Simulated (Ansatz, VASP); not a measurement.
# Two plane-wave programs on CdS

File INCAR:

```
SYSTEM = CdS
PREC = Accurate ; ENCUT = 520
EDIFF = 1E-7 ; ISMEAR = 0
SIGMA = 0.01 ; LREAL = .FALSE.
LASPH = .TRUE. ; NELM = 100
ALGO = Normal ; ISIF = 2
LWAVE = .FALSE. ; LCHARG = .FALSE.
GGA = PE ; NBANDS = 26
```

Contents of KPOINTS:

```
regular mesh
0
G
  6 6 2
  0 0 0
```

File POSCAR:

```
CdS
1.0
    4.1500000000      0.0000000000      0.0000000000
   -2.0750000000      3.5940050000      0.0000000000
    0.0000000000      0.0000000000      6.7370000000
Cd S
2 2
Direct
    0.3333333333      0.6666666667      0.0000000000
    0.6666666667      0.3333333333      0.5000000000
    0.3333333333      0.6666666667      0.3750000000
    0.6666666667      0.3333333333      0.8750000000
```

Input for Ansatz:

```yaml
crystal:
  lattice:
    - [4.15, 0.0, 0.0]
    - [-2.075, 3.594005, 0.0]
    - [0.0, 0.0, 6.737]
  atoms:
    - { symbol: Cd, position: [0.3333333333333333, 0.6666666666666666, 0.0] }
    - { symbol: Cd, position: [0.6666666666666666, 0.3333333333333333, 0.5] }
    - { symbol: S, position: [0.3333333333333333, 0.6666666666666666, 0.375] }
    - { symbol: S, position: [0.6666666666666666, 0.3333333333333333, 0.875] }
kpoints:
  mp_grid:
    grid: [6, 6, 2]
hamiltonian:
  xc: pbe
scf:
  convergence:
    dr2_threshold: 1.0e-10
  occupations:
    method: fixed
output:
  eigenvalues: true
```

Alike in both runs: task single point; functional PBE; k mesh 6 × 6 × 2; no spin polarisation.

|  | VASP | Ansatz |
| --- | --- | --- |
| version | VASP 6.6.1 | Ansatz 0.2.0 |
| potentials or method | VASP PAW PBE potentials, release 64 (Cd, S) | plane waves, PAW |
| plane-wave cutoff (eV) | 520 | 420 |
| occupations | gaussian, width 0.01 eV | fixed |
| valence electrons in the cell | 36 | 52 |

|  | VASP | Ansatz | Ansatz less VASP |
| --- | --- | --- | --- |
| gap on the k mesh at the Fermi level (eV) | 1.20 | 1.20 | -0.003 |

VASP's potentials hold 36 valence electrons a cell and Ansatz's 52, so a difference there can come from the potentials and not from the codes.

The k mesh is coarse, so the values compare programs but aren't converged.
